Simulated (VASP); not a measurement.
# Os (P6_3/mmc) in VASP: further runs, part 2 of 3

VASP 6.6.1. The steps go on from the part before.

## (3) Single point, PBEsol (strain +0.025 along x and y, +0.000 along z)

The input, INCAR:

```
SYSTEM = Os
  PREC = Accurate
  ENCUT = 520
  EDIFF = 1E-6
  ISMEAR = 0
  SIGMA = 0.15
  LREAL = .FALSE.
  LASPH = .TRUE.
  NELM = 100
  ALGO = Normal
  ISIF = 2
  LWAVE = .FALSE.
  LCHARG = .FALSE.
  GGA = PS
  NBANDS = 15
```

The input, KPOINTS:

```
Automatic mesh
0
G
  18 18 12
  0 0 0
```

The input, POSCAR:

```
Os
1.0
    2.8024524749      0.0000000000      0.0000000000
   -1.4012262375      2.4269950362      0.0000000000
    0.0000000000      0.0000000000      4.3197000000
Os
2
Direct
    0.3333333333      0.6666666667      0.2500000000
    0.6666666667      0.3333333333      0.7500000000
```

Potentials or basis: VASP PAW PBE potentials, release 64 (Os).

Launch:

```console
> cat potpaw_PBE.64/Os/POTCAR > POTCAR
> mpirun -np 1 vasp_std > vasp.out
```

OUTCAR:

```text
SYSTEM = Os
   PREC = Accurate
   ENCUT = 520
   EDIFF = 1E-6
   ISMEAR = 0
   LREAL = .FALSE.
   LASPH = .TRUE.
   NELM = 100
   ISIF = 2
   GGA = PS

 ion  position               nearest neighbor table
   1  0.333  0.667  0.250-   2 2.70   2 2.70   2 2.70   2 2.70   2 2.70   2 2.70
   2  0.667  0.333  0.750-   1 2.70   1 2.70   1 2.70   1 2.70   1 2.70   1 2.70

  LATTYP: Found a hexagonal cell.
 ALAT       =     2.8024524749
 C/A-ratio  =     1.5413999126

  Lattice vectors:

 A1 = (   2.8024524749,   0.0000000000,   0.0000000000)
 A2 = (  -1.4012262375,   2.4269950362,   0.0000000000)
 A3 = (   0.0000000000,   0.0000000000,   4.3197000000)

Analysis of symmetry for initial positions (statically):
=====================================================================
 Subroutine PRICEL returns:
 Original cell was already a primitive cell.

 Routine SETGRP: Setting up the symmetry group for a
 hexagonal supercell.

 Subroutine GETGRP returns: Found 24 space group operations
 (whereof 12 operations were pure point group operations)
 out of a pool of 24 trial point group operations.

The static configuration has the point symmetry D_3d.
 The point group associated with its full space group is D_6h.

Analysis of symmetry for dynamics (positions and initial velocities):
=====================================================================
 Subroutine PRICEL returns:
 Original cell was already a primitive cell.

 Routine SETGRP: Setting up the symmetry group for a
 hexagonal supercell.

 Subroutine GETGRP returns: Found 24 space group operations
 (whereof 12 operations were pure point group operations)
 out of a pool of 24 trial point group operations.

The dynamic configuration has the point symmetry D_3d.
 The point group associated with its full space group is D_6h.

 Subroutine INISYM returns: Found 24 space group operations
 (whereof 12 operations are pure point group operations),
 and found     1 'primitive' translations

----------------------------------------------------------------------------------------

                                     Primitive cell

  volume of cell :      29.3806

  direct lattice vectors                    reciprocal lattice vectors
     2.802452475  0.000000000  0.000000000     0.356830315  0.206016079  0.000000000
    -1.401226237  2.426995036  0.000000000     0.000000000  0.412032157  0.000000000
     0.000000000  0.000000000  4.319700000     0.000000000  0.000000000  0.231497558

  length of vectors
     2.802452475  2.802452475  4.319700000     0.412032157  0.412032157  0.231497558

  position of ions in fractional coordinates (direct lattice)
     0.333333333  0.666666667  0.250000000
     0.666666667  0.333333333  0.750000000

  ion indices of the primitive-cell ions
   primitive index   ion index
                 1           1
                 2           2

----------------------------------------------------------------------------------------

 KPOINTS: Automatic mesh

Automatic generation of k-mesh.
 Grid dimensions read from file:
 generate k-points for:   18   18   12

 Generating k-lattice:

  Cartesian coordinates                     Fractional coordinates (reciprocal lattice)
     0.019823906  0.011445338  0.000000000     0.055555556  0.000000000  0.000000000
     0.000000000  0.022890675  0.000000000     0.000000000  0.055555556  0.000000000
     0.000000000  0.000000000  0.019291463     0.000000000  0.000000000  0.083333333

  Length of vectors
     0.022890675  0.022890675  0.019291463

  Shift w.r.t. Gamma in fractional coordinates (k-lattice)
     0.000000000  0.000000000  0.000000000

 Subroutine IBZKPT returns following result:
 ===========================================

 Found    259 irreducible k-points:

 Following reciprocal coordinates:
            Coordinates               Weight
  0.000000  0.000000  0.000000      1.000000
  0.055556  0.000000  0.000000      6.000000
  0.111111  0.000000  0.000000      6.000000
  0.166667  0.000000  0.000000      6.000000
  0.222222  0.000000  0.000000      6.000000
  0.277778 -0.000000  0.000000      6.000000
[... 16 lines left out ...]
  0.333333  0.111111  0.000000     12.000000
  0.388889  0.111111  0.000000     12.000000
 [... further k-points ...]
   k-points           NKPTS =    259   k-points in BZ     NKDIM =    259   number of bands    NBANDS=     15
   number of dos      NEDOS =    301   number of ions     NIONS =      2
   total plane-waves  NPLWV =  18432
   dimension x,y,z NGX =    24 NGY =   24 NGZ =   32
   dimension x,y,z NGXF=    48 NGYF=   48 NGZF=   64
   ions per type =               2
   NGX,Y,Z   is equivalent  to a cutoff of  14.24, 14.24, 12.32 a.u.
   NGXF,Y,Z  is equivalent  to a cutoff of  28.47, 28.47, 24.63 a.u.
 SYSTEM =  Os
   PREC   = accura    normal or accurate (medium, high low for compatibility)
   ISTART =      0    job   : 0-new  1-cont  2-samecut
   ICHARG =      2    charge: 1-file 2-atom 10-const
   ISPIN  =      1    spin polarized calculation?
   LNONCOLLINEAR =      F non collinear calculations
   LSORBIT =      F    spin-orbit coupling
   LASPH  =      T    aspherical Exc in radial PAW
   ENCUT  =  520.0 eV  38.22 Ry    6.18 a.u.   5.21  5.21  8.03*2*pi/ulx,y,z
   NELM   =    100;   NELMIN=  2; NELMDL= -5     # of ELM steps
   EDIFF  = 0.1E-05   stopping-criterion for ELM
   LREAL  =      F    real-space projection
[... 7 lines left out ...]
   TEBEG  =    0.0;   TEEND  =   0.0 temperature during run
   PSTRESS=    0.0 pullay stress
   NELECT =      16.0000    total number of electrons
   NUPDOWN=      -1.0000    fix difference up-down
   EMIN   =  10.00;   EMAX   =-10.00  energy-range for DOS
   EFERMI =   0.00;   METHOD = LEGACY
   ISMEAR =     0;   SIGMA  =   0.15  broadening in eV -4-tet -1-fermi 0-gaus
   EFERMI_NEDOS =   21; number of points for ismear=-14 and -15
   IALGO  =     38    algorithm
   IMIX   =      4    mixing-type and parameters
     AMIX     =   0.40;   BMIX     =  1.00
     AMIX_MAG =   1.60;   BMIX_MAG =  1.00
  volume/ion in A,a.u.               =      14.69        99.14
  Fermi-wavevector in a.u.,A,eV,Ry     =   1.336887  2.526349 24.317228  1.787266
  Thomas-Fermi vector in A             =   2.465478
   LORBIT       =      0    0 simple, 1 ext, 2 COOP (PROOUT), +10 PAW based schemes
   GGA     = PS    functional components
   LHFCALC =     F    Hartree Fock is set to
   AEXX    =    0.0000 exact exchange contribution
   IVDW    =     0    specifies the selected vdW correction
   LEPSILON=     F    determine dielectric tensor
   LRPA    =     F    only Hartree local field effects (RPA)
 non-spin polarized calculation
 Gauss-broadening in eV      SIGMA  =   0.15
  energy-cutoff  :      520.00
  volume of cell :       29.38
 maximum number of plane-waves:       804
 NGX is ok and might be reduce to    24
   NGX = 11   NGY = 11   NGZ = 17

 number of electron      15.9999998 magnetization

 Free energy of the ion-electron system (eV)
  ---------------------------------------------------
  ext. energy  EPLUGINS =         0.00000000
  ---------------------------------------------------
  free energy    TOTEN  =       -24.37038061 eV

  energy without entropy =      -24.35522355  energy(sigma->0) =      -24.36280208

 E-fermi :   8.5857     XC(G=0): -13.8739

 val. band max:        8.5788256240   @ k =   0.2778   0.0556   0.0000
 cond. band min:       8.5898978722   @ k =   0.2778  -0.0000   0.1667
 fundamental gap:      0.0110722483
 Fermi energy:         8.5857290939

 k-point     1 :       0.0000    0.0000    0.0000
  band No.  band energies     occupation
      1      -1.9702      2.00000
      2       1.2450      2.00000
      3       5.6934      2.00000
      4       5.6934      2.00000
      5       6.2253      2.00000
      6       6.5378      2.00000
      7       6.5378      2.00000
      8       6.9042      2.00000
      9       6.9042      2.00000
     10       8.8547      0.01121
     11      10.1407      0.00000
     12      10.1407      0.00000
     13      17.3552      0.00000
     14      22.5023      0.00000
     15      25.6362      0.00000
[... 397 lines left out ...]
 k-point    24 :       0.3889    0.1111    0.0000
  band No.  band energies     occupation
      1       2.1120      2.00000
      2       2.2374      2.00000
      3       2.6314      2.00000
      4       5.0725      2.00000
      5       5.1211      2.00000
      6       6.2264      2.00000
      7       6.9099      2.00000
      8      10.0536      0.00000
      9      10.3343      0.00000
     10      11.0492      0.00000
     11      12.0455      0.00000
     12      14.8375      0.00000
     13      17.7014      0.00000
     14      18.5237      0.00000
     15      20.5021      0.00000

 [... further k-points ...]
[... 5 lines left out ...]
  --------------------------------------------------------------------------------------
  -------------------------------------------------------------------------------------
  Total       -4.4023744     -4.4023744     -2.5027117      0.0000000     -0.0000000      0.0000000
  in kB     -240.0694081   -240.0694081   -136.4773789      0.0000000     -0.0000000      0.0000000
  external PRESSURE =    -205.5387317 kB  Pullay stress =       0.0000000 kB

 VOLUME and BASIS-vectors are now :
 -----------------------------------------------------------------------------
  energy-cutoff  :      520.00
  volume of cell :       29.38
      direct lattice vectors                 reciprocal lattice vectors
     2.802452475  0.000000000  0.000000000     0.356830315  0.206016079  0.000000000
    -1.401226237  2.426995036  0.000000000     0.000000000  0.412032157  0.000000000
     0.000000000  0.000000000  4.319700000     0.000000000  0.000000000  0.231497558

 POSITION                                       TOTAL-FORCE (eV/Angst)
 -----------------------------------------------------------------------------------
     -0.00000      1.61800      1.07993         0.000000     -0.000000      0.000000
      1.40123      0.80900      3.23977        -0.000000      0.000000      0.000000
 -----------------------------------------------------------------------------------
    total drift:                               -0.000000      0.000000     -0.000000

  FREE ENERGIE OF THE ION-ELECTRON SYSTEM (eV)
  ---------------------------------------------------
  free  energy   TOTEN  =       -24.3703806075 eV

  energy  without entropy=      -24.3552235498  energy(sigma->0) =      -24.36280208
```

It took 65 s on 1 thread of Intel Xeon 8259CL, shared host; peak memory 0.2 GiB.

What came out:

```yaml
Free_energy: -24.3704 eV
Pressure: -20.6 GPa
Band_gap_on_the_k_mesh: zero (bands 8 and 9 overlap by 3.59 eV)
```

Levels at points of the mesh, in eV from the Fermi level:
```tsv
k point	band 6	band 7	band 8	band 9	band 10	band 11
(0.00, 0.00, 0.00)	-2.05	-2.05	-1.68	-1.68	0.27	1.55
(0.50, 0.00, 0.00)	-2.28	-1.62	1.67	2.26	2.62	4.00
(0.00, 0.00, 0.50)	-3.15	-3.15	-3.15	0.84	0.84	0.84
(0.50, 0.00, 0.50)	-1.24	-0.20	-0.20	2.03	2.03	3.05
```

Caveat: the cell differs from its parent crystal (strain +0.025 along x and y, +0.000 along z); the stress differs along the axes, from -24 to -14 GPa; the PAW data sets were made with another functional, which shifts forces and pressure a little; spin-orbit coupling is left out, which moves the levels of the heavy elements.

## (4) Single point, PBEsol (strain +0.050 along x and y, -0.025 along z)

The input, INCAR:

```
ALGO = Normal
EDIFF = 1E-6
ENCUT = 520
GGA = PS
ISIF = 2
ISMEAR = 0
LASPH = T
LCHARG = T
LELF = T
LREAL = F
LVHAR = T
LWAVE = F
NBANDS = 15
NELM = 60
PREC = Accurate
SIGMA = 0.15
```

The input, KPOINTS:

```
k-points
0
Gamma
  18 18 12
```

The input, POSCAR:

```
Os
1.0
    2.8708049743      0.0000000000      0.0000000000
   -1.4354024872      2.4861900370      0.0000000000
    0.0000000000      0.0000000000      4.2117075000
Os
2
Direct
    0.3333333333      0.6666666667      0.2500000000
    0.6666666667      0.3333333333      0.7500000000
```

Launch:

```console
> cat potpaw_PBE.64/Os/POTCAR > POTCAR
> mpirun -np 1 vasp_std > vasp.out
```

It took 68 s on 1 thread of Intel Xeon 8259CL, shared host; peak memory 0.2 GiB.

It converged, with:

```yaml
Free_energy: -24.1483 eV
Pressure: -25.1 GPa
Band_gap_on_the_k_mesh: zero (bands 8 and 9 overlap by 3.41 eV)
```

Stress tensor (GPa, compression positive):
```
-34.91   0.00   0.00
  0.00 -34.91   0.00
  0.00   0.00  -5.45
```

Levels at points of the mesh, in eV from the Fermi level:
| k point | band 6 | band 7 | band 8 | band 9 | band 10 | band 11 |
| --- | --- | --- | --- | --- | --- | --- |
| (0.00, 0.00, 0.00) | -2.04 | -1.94 | -1.94 | -1.78 | 0.83 | 1.49 |
| (0.50, 0.00, 0.00) | -1.92 | -1.24 | 1.23 | 1.94 | 2.76 | 3.63 |
| (0.00, 0.00, 0.50) | -3.29 | -2.91 | -2.91 | 0.89 | 0.89 | 0.89 |
| (0.50, 0.00, 0.50) | -1.43 | -0.23 | -0.23 | 1.69 | 1.69 | 2.84 |

Caveat: the cell differs from its parent crystal (strain +0.050 along x and y, -0.025 along z); the stress differs along the axes, from -35 to -5 GPa; the PAW data sets were made with another functional, which shifts forces and pressure a little; spin-orbit coupling is left out, which moves the levels of the heavy elements.

## (5) Single point, PBEsol (strain +0.025 along x and y, +0.025 along z)

The input, INCAR:

```
PREC = Accurate
ENCUT = 520
EDIFF = 1E-7
ISMEAR = 0
SIGMA = 0.15
LREAL = F
LASPH = T
NELM = 80
ALGO = Normal
ISIF = 2
LWAVE = F
LCHARG = F
GGA = PS
NBANDS = 15
```

The input, KPOINTS:

```
Automatic mesh
0
Gamma
  18 18 12
```

The input, POSCAR:

```
Os
1.0
    2.8024524749      0.0000000000      0.0000000000
   -1.4012262375      2.4269950362      0.0000000000
    0.0000000000      0.0000000000      4.4276925000
Os
2
Direct
    0.3333333333      0.6666666667      0.2500000000
    0.6666666667      0.3333333333      0.7500000000
```

Launch:

```console
> cat potpaw_PBE.64/Os/POTCAR > POTCAR
> mpirun -np 1 vasp_std > vasp.out
```

It took 95 s on 1 thread of Intel Xeon 8259CL, shared host; peak memory 0.2 GiB.

Results (log left out):

| Item | Value |
| --- | --- |
| Free energy | -24.2691 eV |
| Pressure | -29.0 GPa |
| Band gap on the k mesh | zero (bands 8 and 9 overlap by 3.50 eV) |

Stress tensor (GPa, compression positive):
```
-28.30   0.00   0.00
  0.00 -28.30   0.00
  0.00   0.00 -30.27
```

Levels at points of the mesh, in eV from the Fermi level:
```csv
k point,band 5,band 6,band 7,band 8,band 9,band 10,band 11,band 12
"(0.00, 0.00, 0.00)",-2.52,-2.00,-2.00,-1.41,-1.41,0.01,1.51,1.51
"(0.50, 0.00, 0.00)",-2.73,-2.35,-1.72,1.79,2.28,2.39,3.94,5.15
"(0.00, 0.00, 0.50)",-2.92,-2.92,-2.92,-2.92,0.78,0.78,0.78,0.78
"(0.50, 0.00, 0.50)",-1.09,-1.09,-0.16,-0.16,2.09,2.09,2.98,2.98
```

Caveat: the cell differs from its parent crystal (strain +0.025 along x and y, +0.025 along z); the cell stands under tension; the PAW data sets were made with another functional, which shifts forces and pressure a little; spin-orbit coupling is left out, which moves the levels of the heavy elements.

## (6) Single point, PBEsol (strain +0.050 along x and y, +0.000 along z)

The input, INCAR:

```
  PREC = Accurate
  ENCUT = 520
  EDIFF = 1E-7
  ISMEAR = 0
  SIGMA = 0.15
  LREAL = F
  LASPH = T
  NELM = 60
  ALGO = Normal
  ISIF = 2
  LWAVE = F
  LCHARG = F
  GGA = PS
  NBANDS = 15
```

KPOINTS is that of step 5.

The input, POSCAR:

```
Os
1.0
    2.8708049743      0.0000000000      0.0000000000
   -1.4354024872      2.4861900370      0.0000000000
    0.0000000000      0.0000000000      4.3197000000
Os
2
Direct
    0.3333333333      0.6666666667      0.2500000000
    0.6666666667      0.3333333333      0.7500000000
```

Potentials or basis: VASP PAW PBE potentials, release 64 (Os).

Launch:

```console
> cat potpaw_PBE.64/Os/POTCAR > POTCAR
> mpirun -np 1 vasp_std > vasp.out
```

It took 79 s on 1 thread of Intel Xeon 8259CL, shared host; peak memory 0.2 GiB.

It converged, with:

```yaml
Free_energy: -24.0801 eV
Pressure: -33.8 GPa
Band_gap_on_the_k_mesh: zero (bands 8 and 9 overlap by 3.37 eV)
```

Stress tensor (GPa, compression positive):
```
-39.40   0.00   0.00
  0.00 -39.40   0.00
  0.00   0.00 -22.64
```

Levels at points of the mesh, in eV from the Fermi level:
| k point | band 6 | band 7 | band 8 | band 9 | band 10 | band 11 |
| --- | --- | --- | --- | --- | --- | --- |
| (0.00, 0.00, 0.00) | -1.89 | -1.89 | -1.77 | -1.77 | 0.54 | 1.44 |
| (0.50, 0.00, 0.00) | -2.00 | -1.36 | 1.36 | 1.96 | 2.52 | 3.61 |
| (0.00, 0.00, 0.50) | -3.04 | -2.93 | -2.93 | 0.80 | 0.80 | 0.80 |
| (0.50, 0.00, 0.50) | -1.26 | -0.20 | -0.20 | 1.74 | 1.74 | 2.81 |

Caveat: the cell differs from its parent crystal (strain +0.050 along x and y, +0.000 along z); the stress differs along the axes, from -39 to -23 GPa; the PAW data sets were made with another functional, which shifts forces and pressure a little; spin-orbit coupling is left out, which moves the levels of the heavy elements.

(Continued in part 3 of 3.)

The gap in the log of VASP goes by the Fermi energy; the results here count the filled bands.